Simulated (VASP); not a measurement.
Here is a VASP 6.6.1 calculation.

Contents of POSCAR:

```
W
1.0
    2.6219968936      0.0000000000      0.0000000000
    0.0000000000      2.6219968936      0.0000000000
    0.0000000000      0.0000000000      2.6219968936
W
1
Direct
    0.0000000000      0.0000000000      0.0000000000
```

Contents of INCAR.step1:

```
SYSTEM = W
ALGO = Normal ; EDIFF = 1E-4
ENCUT = 520 ; GGA = PE
ISMEAR = -1 ; LASPH = .TRUE.
LCHARG = .FALSE. ; LREAL = .FALSE.
LWAVE = .TRUE. ; NBANDS = 13
NELM = 80 ; PREC = Accurate
SIGMA = 0.1
```

INCAR.step2

```
SYSTEM = W
ALGO = Normal ; EDIFF = 1E-6
ENCUT = 520 ; ISIF = 2
ISMEAR = -1 ; ISTART = 1
LASPH = .TRUE. ; LCHARG = .FALSE.
LMIXTAU = .TRUE. ; LREAL = .FALSE.
LWAVE = .FALSE. ; METAGGA = R2SCAN
NBANDS = 13 ; NELM = 80
PREC = Accurate ; SIGMA = 0.1
```

Contents of KPOINTS:

```
k-points
0
G
  13 13 13
  0 0 0
```

Potentials or basis: VASP PAW PBE potentials, release 64 (W_sv).

The run is started by

```sh
$ cat potpaw_PBE.64/W_sv/POTCAR > POTCAR
$ cp INCAR.step1 INCAR
$ mpirun -np 1 vasp_std > vasp.out
$ cp INCAR.step2 INCAR
$ mpirun -np 1 vasp_std > vasp.out
```

Q: Estimate the band gap on the k mesh.

A: Zero (band 7 reaches 11.56 eV, above the bottom of band 8 at 8.77 eV).

Q: Estimate the pressure.

A: 0.5 GPa.

Caveat: the PAW data sets were made with another functional, which shifts forces and pressure a little; spin-orbit coupling is left out, which moves the levels of the heavy elements.
